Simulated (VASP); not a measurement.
A run of VASP 6.6.1:

Contents of POSCAR:

```
Sb
1.0
    5.1058070007      0.0000000000      0.0000000000
   -2.5529035004      4.4217585695      0.0000000000
    0.0000000000      0.0000000000      6.0896102234
Sb
4
Direct
    0.0000000000      0.0000000000      0.2500000000
    0.0000000000      0.0000000000      0.7500000000
    0.3333333333      0.6666666667      0.7500000000
    0.6666666667      0.3333333333      0.2500000000
```

Contents of INCAR.step1:

```
PREC = Accurate ; ENCUT = 520
ISMEAR = 0 ; SIGMA = 0.1
LREAL = F ; LASPH = T
NELM = 100 ; NBANDS = 18
GGA = PE ; ALGO = Normal
EDIFF = 1E-4 ; LWAVE = T
LCHARG = F
```

INCAR.step2

```
PREC = Accurate ; ENCUT = 520
EDIFF = 1E-7 ; ISMEAR = 0
SIGMA = 0.1 ; LREAL = F
LASPH = T ; NELM = 100
ALGO = Normal ; ISIF = 2
LWAVE = F ; LCHARG = F
METAGGA = R2SCAN ; LMIXTAU = T
NBANDS = 18 ; ISTART = 1
```

File KPOINTS:

```
regular mesh
0
Gamma
  12 12 8
```

Potentials or basis: VASP PAW PBE potentials, release 64 (Sb).

Launch:

```sh
$ cat potpaw_PBE.64/Sb/POTCAR > POTCAR
$ cp INCAR.step1 INCAR
$ mpirun -np 1 vasp_std > vasp.out
$ cp INCAR.step2 INCAR
$ mpirun -np 1 vasp_std > vasp.out
```

Hardware: 1 thread of Intel Xeon 8259CL (shared host).

Q: Estimate the wall time of this run.

A: Wall time 20 min on 1 thread of Intel Xeon 8259CL, with other jobs on the host, peak memory 0.4 GiB. Counts: k points 95.
